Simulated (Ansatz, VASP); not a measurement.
**Mg2As: VASP beside Ansatz**

INCAR

```
SYSTEM = Mg2As
  ALGO = Fast
  EDIFF = 1E-6
  ENCUT = 520
  GGA = PE
  ISIF = 2
  ISMEAR = -1
  LASPH = .TRUE.
  LCHARG = .FALSE.
  LREAL = .FALSE.
  LWAVE = .FALSE.
  NBANDS = 18
  NELM = 100
  PREC = Accurate
  SIGMA = 0.05
```

KPOINTS

```
k-points
0
G
  8 8 8
  0 0 0
```

The input POSCAR:

```
Mg2As
1.0
   -1.9172630000      2.8046120000      5.9547240000
    1.9172630000     -2.8046120000      5.9547240000
    1.9172630000      2.8046120000     -5.9547240000
As Mg
2 4
Direct
    0.3559950000      0.8559950000      0.5000000000
    0.6440050000      0.1440050000      0.5000000000
    0.1972320000      0.1972320000      0.0000000000
    0.2550410000      0.5000000000      0.7550410000
    0.7449590000      0.5000000000      0.2449590000
    0.8027680000      0.8027680000      0.0000000000
```

The input input.yaml:

```yaml
crystal:
  lattice:
    - [-1.917263, 2.804612, 5.954724]
    - [1.917263, -2.804612, 5.954724]
    - [1.917263, 2.804612, -5.954724]
  atoms:
    - { symbol: As, position: [0.355995, 0.855995, 0.5] }
    - { symbol: As, position: [0.644005, 0.144005, 0.5] }
    - { symbol: Mg, position: [0.197232, 0.197232, 0.0] }
    - { symbol: Mg, position: [0.255041, 0.5, 0.755041] }
    - { symbol: Mg, position: [0.744959, 0.5, 0.244959] }
    - { symbol: Mg, position: [0.802768, 0.802768, 0.0] }
hamiltonian:
  xc: pbe
  pseudopotentials: { kind: paw }
kpoints:
  mp_grid: { grid: [8, 8, 8] }
scf:
  occupations: { method: fermi_dirac, width: 0.05 }
output:
  forces: true
  stress: true
  eigenvalues: true
  write_density: true
  write_potential: true
  elf: true
  volumetric_format: npy
```

Alike in both runs: task single point; functional PBE; k mesh 8 × 8 × 8; occupations fermi-dirac, width 0.05 eV; no spin polarisation.

|  | VASP | Ansatz |
| --- | --- | --- |
| version | VASP 6.6.1 | Ansatz 0.2.0 |
| potentials or method | VASP PAW PBE potentials, release 64 (As, Mg) | Ansatz PAW |
| plane-wave cutoff (eV) | 520 | 420 |
| valence electrons in the cell | 18 | 70 |

Ansatz gave:

- gap on the k mesh at the Fermi level (eV): none
- pressure (GPa): -0.2
- traceless stress, the component that is largest in VASP (GPa): 0.30
- rms of the force components (eV/Å): 0.035

Q: Which values does VASP return?

A: gap on the k mesh at the Fermi level (eV): none; pressure (GPa): -0.3; traceless stress, the component that is largest in VASP (GPa): 0.29; rms of the force components (eV/Å): 0.039.

Atom by atom the forces differ by 0.004 eV/Å (rms over components). A gap of «none» marks a metal or a gap that the smearing closes. VASP's potentials hold 18 valence electrons a cell and Ansatz's 70, so a difference there can come from the potentials and not from the codes.
